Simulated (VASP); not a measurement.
# AgCl (I4/mmm) in VASP: notebook, part 2 of 2

VASP 6.6.1. The steps go on from the part before.

### 3 Single point, PBE (uniaxial z strain +0.5%)

INCAR reads:

```
PREC = Accurate ; ENCUT = 520
EDIFF = 1E-7 ; ISMEAR = -1
SIGMA = 0.02 ; LREAL = False
LASPH = True ; NELM = 60
ALGO = Normal ; ISIF = 2
LWAVE = False ; LCHARG = False
GGA = PE ; NBANDS = 16
```

KPOINTS reads:

```
Automatic mesh
0
Gamma
  8 8 8
```

POSCAR reads:

```
AgCl
1.0
    0.0000000000      2.7731838141      2.7870497332
    2.7731838141      0.0000000000      2.7870497332
    2.7731838141      2.7731838141      0.0000000000
Ag Cl
1 1
Direct
    0.0000000000      0.0000000000      0.0000000000
    0.5000000000      0.5000000000      0.5000000000
```

Potentials or basis: VASP PAW PBE potentials, release 64 (Ag, Cl).

The run is started by

```bash
$ cat potpaw_PBE.64/Ag/POTCAR potpaw_PBE.64/Cl/POTCAR > POTCAR
$ mpirun -np 1 vasp_std > vasp.out
```

OUTCAR:

```text
PREC = Accurate
   ENCUT = 520
   EDIFF = 1E-7
   ISMEAR = -1
   LREAL = False
   LASPH = True
   NELM = 60
   ISIF = 2
   GGA = PE

 ion  position               nearest neighbor table
   1  0.000  0.000  0.000-   2 2.77   2 2.77   2 2.77   2 2.77   2 2.79   2 2.79
   2  0.500  0.500  0.500-   1 2.77   1 2.77   1 2.77   1 2.77   1 2.79   1 2.79

  LATTYP: Found a body centered tetragonal cell.
 ALAT       =     3.9218741609
 C/A-ratio  =     1.4212846302

  Lattice vectors:

 A1 = (  -2.7731838141,   0.0000000000,   2.7870497332)
 A2 = (   2.7731838141,   0.0000000000,   2.7870497332)
 A3 = (   0.0000000000,   2.7731838141,  -2.7870497332)

Analysis of symmetry for initial positions (statically):
=====================================================================
 Subroutine PRICEL returns:
 Original cell was already a primitive cell.

 Routine SETGRP: Setting up the symmetry group for a
 body centered tetragonal supercell.

 Subroutine GETGRP returns: Found 16 space group operations
 (whereof 16 operations were pure point group operations)
 out of a pool of 16 trial point group operations.

The static configuration has the point symmetry D_4h.

Analysis of symmetry for dynamics (positions and initial velocities):
=====================================================================
 Subroutine PRICEL returns:
 Original cell was already a primitive cell.

 Routine SETGRP: Setting up the symmetry group for a
 body centered tetragonal supercell.

 Subroutine GETGRP returns: Found 16 space group operations
 (whereof 16 operations were pure point group operations)
 out of a pool of 16 trial point group operations.

The dynamic configuration has the point symmetry D_4h.

 Subroutine INISYM returns: Found 16 space group operations
 (whereof 16 operations are pure point group operations),
 and found     1 'primitive' translations

----------------------------------------------------------------------------------------

                                     Primitive cell

  volume of cell :      42.8679

  direct lattice vectors                    reciprocal lattice vectors
     0.000000000  2.773183814  2.787049733    -0.180298182  0.180298182  0.179401176
     2.773183814  0.000000000  2.787049733     0.180298182 -0.180298182  0.179401176
     2.773183814  2.773183814  0.000000000     0.180298182  0.180298182 -0.179401176

  length of vectors
     3.931691072  3.931691072  3.921874161     0.311768585  0.311768585  0.311768585

  position of ions in fractional coordinates (direct lattice)
     0.000000000  0.000000000  0.000000000
     0.500000000  0.500000000  0.500000000

  ion indices of the primitive-cell ions
   primitive index   ion index
                 1           1
                 2           2

----------------------------------------------------------------------------------------

 KPOINTS: Automatic mesh

Automatic generation of k-mesh.
 Grid dimensions read from file:
 generate k-points for:    8    8    8

 Generating k-lattice:

  Cartesian coordinates                     Fractional coordinates (reciprocal lattice)
    -0.022537273  0.022537273  0.022425147     0.125000000  0.000000000  0.000000000
     0.022537273 -0.022537273  0.022425147     0.000000000  0.125000000  0.000000000
     0.022537273  0.022537273 -0.022425147    -0.000000000 -0.000000000  0.125000000

  Length of vectors
     0.038971073  0.038971073  0.038971073

  Shift w.r.t. Gamma in fractional coordinates (k-lattice)
     0.000000000  0.000000000  0.000000000

 Subroutine IBZKPT returns following result:
 ===========================================

 Found     59 irreducible k-points:

 Following reciprocal coordinates:
            Coordinates               Weight
  0.000000  0.000000  0.000000      1.000000
  0.125000  0.000000  0.000000      8.000000
  0.250000  0.000000  0.000000      8.000000
  0.375000  0.000000  0.000000      8.000000
  0.500000  0.000000  0.000000      4.000000
  0.125000  0.125000  0.000000      2.000000
[... 16 lines left out ...]
  0.250000  0.000000  0.125000     16.000000
  0.375000  0.000000  0.125000     16.000000
 [... further k-points ...]
   k-points           NKPTS =     59   k-points in BZ     NKDIM =     59   number of bands    NBANDS=     16
   number of dos      NEDOS =    301   number of ions     NIONS =      2
   total plane-waves  NPLWV =  27000
   dimension x,y,z NGX =    30 NGY =   30 NGZ =   30
   dimension x,y,z NGXF=    60 NGYF=   60 NGZF=   60
   ions per type =               1   1
   NGX,Y,Z   is equivalent  to a cutoff of  12.69, 12.69, 12.72 a.u.
   NGXF,Y,Z  is equivalent  to a cutoff of  25.37, 25.37, 25.43 a.u.
 SYSTEM =  unknown system
   PREC   = accura    normal or accurate (medium, high low for compatibility)
   ISTART =      0    job   : 0-new  1-cont  2-samecut
   ICHARG =      2    charge: 1-file 2-atom 10-const
   ISPIN  =      1    spin polarized calculation?
   LNONCOLLINEAR =      F non collinear calculations
   LSORBIT =      F    spin-orbit coupling
   LASPH  =      T    aspherical Exc in radial PAW
   ENCUT  =  520.0 eV  38.22 Ry    6.18 a.u.   7.31  7.31  7.29*2*pi/ulx,y,z
   NELM   =     60;   NELMIN=  2; NELMDL= -5     # of ELM steps
   EDIFF  = 0.1E-06   stopping-criterion for ELM
   LREAL  =      F    real-space projection
   EDIFFG = 0.1E-05   stopping-criterion for IOM
   NSW    =      0    number of steps for IOM
   IBRION =     -1    ionic relax: 0-MD 1-quasi-New 2-CG
   NFREE  =      0    steps in history (QN), initial steepest desc. (CG)
   ISIF   =      2    stress and relaxation
   ISYM   =      2    0-nonsym 1-usesym 2-fastsym
   POTIM  = 0.5000    time-step for ionic-motion
   TEBEG  =    0.0;   TEEND  =   0.0 temperature during run
   PSTRESS=    0.0 pullay stress
   NELECT =      18.0000    total number of electrons
   NUPDOWN=      -1.0000    fix difference up-down
   EMIN   =  10.00;   EMAX   =-10.00  energy-range for DOS
   EFERMI =   0.00;   METHOD = LEGACY
   ISMEAR =    -1;   SIGMA  =   0.02  broadening in eV -4-tet -1-fermi 0-gaus
   EFERMI_NEDOS =   21; number of points for ismear=-14 and -15
   IALGO  =     38    algorithm
   IMIX   =      4    mixing-type and parameters
     AMIX     =   0.40;   BMIX     =  1.00
     AMIX_MAG =   1.60;   BMIX_MAG =  1.00
  volume/ion in A,a.u.               =      21.43       144.64
  Fermi-wavevector in a.u.,A,eV,Ry     =   1.225900  2.316615 20.447249  1.502830
  Thomas-Fermi vector in A             =   2.360921
   LORBIT       =      0    0 simple, 1 ext, 2 COOP (PROOUT), +10 PAW based schemes
   GGA     = PE    functional components
   LHFCALC =     F    Hartree Fock is set to
   AEXX    =    0.0000 exact exchange contribution
   IVDW    =     0    specifies the selected vdW correction
   LEPSILON=     F    determine dielectric tensor
   LRPA    =     F    only Hartree local field effects (RPA)
 non-spin polarized calculation
  energy-cutoff  :      520.00
  volume of cell :       42.87
 maximum number of plane-waves:      1174
 NGX is ok and might be reduce to    30
   NGX = 15   NGY = 15   NGZ = 15

 number of electron      18.0000004 magnetization

 Free energy of the ion-electron system (eV)
  ---------------------------------------------------
  ext. energy  EPLUGINS =         0.00000000
  ---------------------------------------------------
  free energy    TOTEN  =        -5.39627799 eV

  energy without entropy =       -5.39627799  energy(sigma->0) =       -5.39627799

 E-fermi :   4.2218     XC(G=0):  -9.9389

 val. band max:        3.7692873748   @ k =   0.5000   0.0000   0.0000
 cond. band min:       4.6640498430   @ k =   0.0000   0.0000   0.0000
 fundamental gap:      0.8947624682
 Fermi energy:         4.2218169489

 k-point     1 :       0.0000    0.0000    0.0000
  band No.  band energies     occupation
      1     -11.3610      2.00000
      2       1.3266      2.00000
      3       1.3384      2.00000
      4       1.3384      2.00000
      5       1.3746      2.00000
      6       1.3758      2.00000
[... 8 lines left out ...]
     15      16.9630      0.00000
     16      17.0800      0.00000
[... 419 lines left out ...]
 k-point    24 :       0.3750    0.0000    0.1250
  band No.  band energies     occupation
      1     -11.0212      2.00000
      2      -0.9435      2.00000
      3      -0.1525      2.00000
      4       0.0101      2.00000
      5       1.4978      2.00000
      6       1.6660      2.00000
[... 8 lines left out ...]
     15      17.5657      0.00000
     16      17.7050      0.00000

 [... further k-points ...]
[... 5 lines left out ...]
  --------------------------------------------------------------------------------------
  -------------------------------------------------------------------------------------
  Total        0.3378262      0.3378262      0.3069763      0.0000000      0.0000000     -0.0000000
  in kB       12.6261775     12.6261775     11.4731689      0.0000000      0.0000000     -0.0000000
  external PRESSURE =      12.2418413 kB  Pullay stress =       0.0000000 kB

 VOLUME and BASIS-vectors are now :
 -----------------------------------------------------------------------------
  energy-cutoff  :      520.00
  volume of cell :       42.87
      direct lattice vectors                 reciprocal lattice vectors
     0.000000000  2.773183814  2.787049733    -0.180298182  0.180298182  0.179401176
     2.773183814  0.000000000  2.787049733     0.180298182 -0.180298182  0.179401176
     2.773183814  2.773183814  0.000000000     0.180298182  0.180298182 -0.179401176

 POSITION                                       TOTAL-FORCE (eV/Angst)
 -----------------------------------------------------------------------------------
      0.00000      0.00000      0.00000        -0.000000      0.000000     -0.000000
      2.77318      2.77318      2.78705         0.000000     -0.000000      0.000000
 -----------------------------------------------------------------------------------
    total drift:                               -0.000000      0.000000      0.000000

  FREE ENERGIE OF THE ION-ELECTRON SYSTEM (eV)
  ---------------------------------------------------
  free  energy   TOTEN  =        -5.3962779932 eV

  energy  without entropy=       -5.3962779932  energy(sigma->0) =       -5.39627799
```

OSZICAR:

```text
N       E                     dE             d eps       ncg     rms          rms(c)
DAV:   1     0.100479589838E+03    0.10048E+03   -0.86463E+03  1912   0.102E+03
DAV:   2    -0.187835995017E+01   -0.10236E+03   -0.94657E+02  2400   0.223E+02
DAV:   3    -0.555506355574E+01   -0.36767E+01   -0.36692E+01  2296   0.444E+01
DAV:   4    -0.558021231959E+01   -0.25149E-01   -0.25147E-01  2464   0.402E+00
DAV:   5    -0.558055173328E+01   -0.33941E-03   -0.33941E-03  2256   0.459E-01    0.607E+00
DAV:   6    -0.540078564914E+01    0.17977E+00   -0.24711E-01  2416   0.642E+00    0.394E+00
DAV:   7    -0.539679616927E+01    0.39895E-02   -0.95421E-02  2288   0.205E+00    0.196E+00
DAV:   8    -0.539612798740E+01    0.66818E-03   -0.46426E-03  2248   0.700E-01    0.308E-01
DAV:   9    -0.539620761446E+01   -0.79627E-04   -0.48921E-04  2328   0.276E-01    0.392E-02
DAV:  10    -0.539627388028E+01   -0.66266E-04   -0.94632E-05  2296   0.854E-02    0.298E-02
DAV:  11    -0.539627790589E+01   -0.40256E-05   -0.45797E-06  2416   0.150E-02    0.345E-03
DAV:  12    -0.539627799317E+01   -0.87279E-07   -0.42218E-07  2264   0.520E-03
   1 F= -.53962780E+01 E0= -.53962780E+01  d E =-.250581E-11
```

stdout:

```text
POSCAR found type information on POSCAR AgCl
 POSCAR found :  2 types and       2 ions
 scaLAPACK will be used
 LDA part: xc-table for (Slater+PW92), standard interpolation
 POSCAR, INCAR and KPOINTS ok, starting setup
 FFT: planning ... GRIDC
 FFT: planning ... GRID_SOFT
 FFT: planning ... GRID
 WAVECAR not read
 entering main loop
```

Wall time 17 s (1 thread of Intel Xeon 6975P-C (Granite Rapids), shared host); peak memory 0.19 GiB.

Results:

```yaml
Free_energy: -5.3963 eV
Pressure: 1.2 GPa
Band_gap_on_the_k_mesh: 0.89 eV (least direct gap 3.16 eV)
```

Stress tensor (GPa, compression positive):
```
1.26 0.00 0.00
0.00 1.26 0.00
0.00 0.00 1.15
```

Caveat: the cell differs from its parent crystal (uniaxial z strain +0.5%). A k mesh can miss the band edges.

### 4 Single point, r2SCAN (epitaxial xy strain -1.0%)

POSCAR reads:

```
AgCl
1.0
    0.0000000000      2.7454519760      2.8044405052
    2.7454519760      0.0000000000      2.8044405052
    2.7454519760      2.7454519760      0.0000000000
Ag Cl
1 1
Direct
    0.0000000000      0.0000000000      0.0000000000
    0.5000000000      0.5000000000      0.5000000000
```

INCAR.step1 reads:

```
SYSTEM = AgCl
  ALGO = Normal
  EDIFF = 1E-4
  ENCUT = 520
  GGA = PE
  ISMEAR = 0
  LASPH = .True.
  LCHARG = .False.
  LREAL = .False.
  LWAVE = .True.
  NBANDS = 16
  NELM = 60
  PREC = Accurate
  SIGMA = 0.01
```

INCAR.step2 reads:

```
SYSTEM = AgCl
  ALGO = Normal
  EDIFF = 1E-6
  ENCUT = 520
  ISIF = 2
  ISMEAR = 0
  ISTART = 1
  LASPH = .True.
  LCHARG = .True.
  LELF = .True.
  LMIXTAU = .True.
  LREAL = .False.
  LVHAR = .True.
  LWAVE = .False.
  METAGGA = R2SCAN
  NBANDS = 16
  NELM = 60
  PREC = Accurate
  SIGMA = 0.01
```

KPOINTS reads:

```
k-points
0
Gamma
  8 8 8
  0 0 0
```

The run is started by

```bash
$ cat potpaw_PBE.64/Ag/POTCAR potpaw_PBE.64/Cl/POTCAR > POTCAR
$ cp INCAR.step1 INCAR
$ mpirun -np 1 vasp_std > vasp.out
$ cp INCAR.step2 INCAR
$ mpirun -np 1 vasp_std > vasp.out
```

Run time: 60 s. Hardware: 1 thread of Intel Xeon 6975P-C (Granite Rapids), shared host; peak memory 0.19 GiB.

The run converged. Its results:

```
Free energy            : -28.6415 eV
Pressure               : 0.4 GPa
Band gap on the k mesh : 1.35 eV (least direct gap 3.73 eV)
```

Stress tensor (GPa, compression positive):
```
 0.64  0.00  0.00
 0.00  0.64  0.00
 0.00  0.00 -0.03
```

Levels at points of the mesh, in eV from the valence-band top:
```csv
k point,band 5,band 6,band 7,band 8,band 9,band 10,band 11,band 12,band 13,band 14
"(0.00, 0.00, 0.00)",-2.53,-2.53,-2.51,-2.49,-2.49,1.35,11.23,11.28,11.28,12.69
"(0.50, 0.00, 0.00)",-2.18,-2.17,-1.85,-0.14,0.00,4.61,7.15,8.08,8.29,14.05
"(0.50, 0.50, 0.00)",-2.89,-2.32,-2.06,-2.06,-1.95,2.86,8.36,9.06,12.43,12.43
"(0.50, 0.00, 0.50)",-2.87,-2.29,-2.07,-2.05,-1.93,2.83,8.22,9.27,12.09,12.45
```

Caveat: the cell differs from its parent crystal (epitaxial xy strain -1.0%); the PAW data sets were made with another functional, which shifts forces and pressure a little. A k mesh can miss the band edges.

### 5 Single point, r2SCAN (uniaxial z strain +0.5%)

POSCAR reads:

```
AgCl
1.0
    0.0000000000      2.7731838141      2.7870497332
    2.7731838141      0.0000000000      2.7870497332
    2.7731838141      2.7731838141      0.0000000000
Ag Cl
1 1
Direct
    0.0000000000      0.0000000000      0.0000000000
    0.5000000000      0.5000000000      0.5000000000
```

INCAR.step1 reads:

```
PREC = Accurate
ENCUT = 520
ISMEAR = 0
SIGMA = 0.01
LREAL = False
LASPH = True
NELM = 100
NBANDS = 16
GGA = PE
ALGO = Normal
EDIFF = 1E-4
LWAVE = True
LCHARG = False
```

INCAR.step2 reads:

```
PREC = Accurate
ENCUT = 520
EDIFF = 1E-6
ISMEAR = 0
SIGMA = 0.01
LREAL = False
LASPH = True
NELM = 100
ALGO = Normal
ISIF = 2
LWAVE = False
LCHARG = False
METAGGA = R2SCAN
LMIXTAU = True
NBANDS = 16
ISTART = 1
```

KPOINTS reads:

```
Automatic mesh
0
Gamma
  8 8 8
```

The run is started by

```bash
$ cat potpaw_PBE.64/Ag/POTCAR potpaw_PBE.64/Cl/POTCAR > POTCAR
$ cp INCAR.step1 INCAR
$ mpirun -np 1 vasp_std > vasp.out
$ cp INCAR.step2 INCAR
$ mpirun -np 1 vasp_std > vasp.out
```

It took 79 s on 1 thread of Intel Xeon 6975P-C (Granite Rapids), shared host; peak memory 0.19 GiB.

Results (log left out):

| Property | Result |
| --- | --- |
| Free energy | -28.6429 eV |
| Pressure | -0.4 GPa |
| Band gap on the k mesh | 1.41 eV (least direct gap 3.68 eV) |

Stress tensor (GPa, compression positive):
```
-0.31  0.00  0.00
 0.00 -0.31  0.00
 0.00  0.00 -0.45
```

Levels at points of the mesh, in eV from the valence-band top:
| k point | band 6 | band 7 | band 8 | band 9 | band 10 | band 11 | band 12 | band 13 |
| --- | --- | --- | --- | --- | --- | --- | --- | --- |
| (0.00, 0.00, 0.00) | -2.42 | -2.42 | -2.38 | -2.38 | 1.41 | 11.31 | 11.33 | 11.33 |
| (0.50, 0.00, 0.00) | -2.07 | -1.76 | -0.03 | 0.00 | 4.70 | 7.12 | 8.24 | 8.29 |
| (0.50, 0.50, 0.00) | -2.20 | -1.96 | -1.96 | -1.85 | 2.92 | 8.36 | 9.17 | 12.32 |
| (0.50, 0.00, 0.50) | -2.19 | -1.96 | -1.95 | -1.85 | 2.92 | 8.33 | 9.22 | 12.25 |

Caveat: the cell differs from its parent crystal (uniaxial z strain +0.5%); the PAW data sets were made with another functional, which shifts forces and pressure a little.

### 6 The runs side by side

```csv
level,cell,smearing,gap on the mesh (eV),pressure (GPa)
PBE,"a = 3.925, b = 3.925, c = 3.883 Å, angles 60.4, 60.4, 59.3°, 2 atoms",fermi-dirac 0.02 eV,0.84,2.0
PBE,"a = 3.932, b = 3.932, c = 3.922 Å, angles 60.1, 60.1, 59.8°, 2 atoms",fermi-dirac 0.02 eV,0.89,1.2
r2SCAN,"a = 3.925, b = 3.925, c = 3.883 Å, angles 60.4, 60.4, 59.3°, 2 atoms",gaussian 0.01 eV,1.35,0.4
r2SCAN,"a = 3.932, b = 3.932, c = 3.922 Å, angles 60.1, 60.1, 59.8°, 2 atoms",gaussian 0.01 eV,1.41,-0.4
```

Alike in all rows: task single point; potentials or basis VASP PAW PBE potentials, release 64 (Ag, Cl); no spin polarisation; k mesh 8 × 8 × 8; cutoff (eV) 520.

Caveats: the PAW data sets were made with another functional, which shifts forces and pressure a little (at least some runs).

Absolute energies hang on the potentials; compare differences alone.
